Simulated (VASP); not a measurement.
# Rh: single point with r2SCAN

Rh:

```
Rh
1.0
     3.84928    0.00000    0.00000
     0.00000    3.84928    0.00000
    -1.92464    0.00000    1.87799
Rh
2
Direct
  0.00000 0.00000 0.00000
  0.50000 0.50000 0.00000
```

```yaml
Program: VASP 6.6.1
Task: single point
Functional: r2SCAN
Potentials_or_basis: VASP PAW PBE potentials, release 64 (Rh_pv)
Cutoff: 520 eV
k_mesh: 9 × 9 × 18
Occupations: gaussian, width 0.1 eV
Spin: no spin polarisation
```

| Quantity | Value |
| --- | --- |
| Pressure | -2.6 GPa |
| Band gap on the k mesh | zero (bands 15 and 16 overlap by 2.20 eV) |

Stress tensor (GPa, compression positive):
```
-4.59  0.00  0.00
 0.00 -4.59  0.00
 0.00  0.00  1.25
```

Levels at points of the mesh, in eV from the Fermi level:
| k point | band 13 | band 14 | band 15 | band 16 | band 17 | band 18 |
| --- | --- | --- | --- | --- | --- | --- |
| (0.00, 0.00, 0.00) | -1.21 | -0.89 | 0.51 | 0.91 | 1.14 | 3.30 |
| (0.00, 0.00, 0.50) | 0.91 | 1.05 | 1.05 | 1.14 | 3.30 | 3.85 |

Run time: 4.4 min on 1 thread of Intel(R) Xeon(R) 6975P-C (Granite Rapids) (shared host), peak memory 0.24 GiB.

Caveat: the stress differs along the axes, from -5 to 1 GPa; the PAW data sets were made with another functional, which shifts forces and pressure a little.
